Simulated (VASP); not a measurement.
A run of VASP 6.6.1:

INCAR

```
SYSTEM = W
PREC     = Accurate       ! precision mode
ENCUT    = 520            ! plane-wave cutoff, eV
EDIFF    = 1E-6           ! SCF threshold, eV
ISMEAR   = 0              ! smearing method
SIGMA    = 0.017          ! smearing width, eV
LREAL    = .False.        ! projectors in reciprocal space
LASPH    = .True.         ! aspherical terms in the spheres
NELM     = 80             ! most SCF steps
ALGO     = Normal         ! electronic algorithm
ISIF     = 2              ! what is computed and relaxed
LWAVE    = .False.        ! write WAVECAR
LCHARG   = .True.         ! write CHGCAR
GGA      = PE             ! functional
LELF     = .True.         ! ELF
LVHAR    = .True.       
NBANDS   = 13             ! bands
```

Contents of KPOINTS:

```
Automatic mesh
0
Gamma
  12 12 12
  0 0 0
```

Contents of POSCAR:

```
W
1.0
   -1.5823450000      1.5823450000      1.5823450000
    1.5823450000     -1.5823450000      1.5823450000
    1.5823450000      1.5823450000     -1.5823450000
W
1
Direct
    0.0000000000      0.0000000000      0.0000000000
```

Potentials or basis: VASP PAW PBE potentials, release 64 (W_sv).

Command:

```bash
$ cat potpaw_PBE.64/W_sv/POTCAR > POTCAR
$ mpirun -np 1 vasp_std > vasp.out
```

Hardware: 1 thread of Intel(R) Xeon(R) 6975P-C (Granite Rapids), on a shared host.

Question: How long does it take, and how much memory?

Answer: Wall time 4.9 s on 1 thread of Intel(R) Xeon(R) 6975P-C (Granite Rapids) (shared host), peak memory 0.13 GiB. Counts: scf iterations 12, k points 72.
